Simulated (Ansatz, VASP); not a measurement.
# F: VASP beside Ansatz

```
F
1.0
     0.00000    2.16477    2.16477
     2.16477    0.00000    2.16477
     2.16477    2.16477    0.00000
F
2
Direct
  0.87500 0.87500 0.87500
  0.12500 0.12500 0.12500
```

Change from the starting cell: volume scaled by 0.8, PAW files.

Alike in both runs: task single point; functional LDA; k mesh 14 × 14 × 14; occupations fermi-dirac, width 0.1 eV; no spin polarisation.

```csv
,VASP,Ansatz
version,VASP 6.6.1,Ansatz 0.2.0
potentials or method,"VASP PAW LDA potentials, release 64 (F)","PAW with Ansatz's default frozen-core files, scalar-relativistic"
plane-wave cutoff (eV),520,420
valence electrons in the cell,14,14
```

|  | VASP | Ansatz | Ansatz less VASP |
| --- | --- | --- | --- |
| pressure (GPa) | 23.1 | 23.4 | +0.32 |

LDA's correlation is that of Perdew and Zunger in VASP and of Perdew and Wang (1992) in Ansatz.
